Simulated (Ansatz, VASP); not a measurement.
One calculation of Os, two programs

Contents of INCAR:

```
SYSTEM = Os
  PREC = Accurate
  ENCUT = 520
  EDIFF = 1E-6
  ISMEAR = 0
  SIGMA = 0.15
  LREAL = .FALSE.
  LASPH = .TRUE.
  NELM = 80
  ALGO = Fast
  ISIF = 2
  LWAVE = .FALSE.
  LCHARG = .FALSE.
  GGA = PS
  NBANDS = 15
```

File KPOINTS:

```
regular mesh
0
G
  24 24 12
  0 0 0
```

Contents of POSCAR:

```
Os
1.0
    2.6486027722      0.0000000000      0.0000000000
   -1.3243013861      2.2937572853      0.0000000000
    0.0000000000      0.0000000000      4.6030819822
Os
2
Direct
    0.3333333333      0.6666666667      0.2500000000
    0.6666666667      0.3333333333      0.7500000000
```

Input for Ansatz:

```yaml
crystal:
  lattice:
    - [2.6486027722, 0.0, 0.0]
    - [-1.3243013861, 2.2937572853, 0.0]
    - [0.0, 0.0, 4.6030819822]
  atoms:
    - { symbol: Os, position: [0.3333333333, 0.6666666667, 0.25] }
    - { symbol: Os, position: [0.6666666667, 0.3333333333, 0.75] }
basis:
  ecutwfc: 420
kpoints:
  mp_grid: { grid: [24, 24, 12] }
hamiltonian:
  xc: pbesol
scf:
  occupations: { method: gaussian, width: 0.15 }
output:
  forces: true
  stress: true
  eigenvalues: true
```

Alike in both runs: task single point; functional PBEsol; k mesh 24 × 24 × 12; occupations gaussian, width 0.15 eV; no spin polarisation.

|  | VASP | Ansatz |
| --- | --- | --- |
| version | VASP 6.6.1 | Ansatz 0.2.0 |
| potentials or method | VASP PAW PBE potentials, release 64 (Os), cutoff 520 eV | scalar-relativistic, plane waves, PAW |
| valence electrons in the cell | 16 | 32 |

Ansatz gave:

```
gap on the k mesh at the Fermi level (eV)                     : none
pressure (GPa)                                                : 0.4
traceless stress, the component that is largest in VASP (GPa) : -39.10
```

Problem. Which values does VASP return?

Solution. gap on the k mesh at the Fermi level (eV): none; pressure (GPa): 0.9; traceless stress, the component that is largest in VASP (GPa): -38.95.

VASP's potentials were made for PBE, not for PBEsol. A gap of «none» marks a metal or a gap that the smearing closes. The functional is the same, so the differences come from potentials, cutoffs and numerics. VASP's potentials hold 16 valence electrons a cell and Ansatz's 32, so a difference there can come from the potentials and not from the codes.

Neither program's run includes spin-orbit coupling.
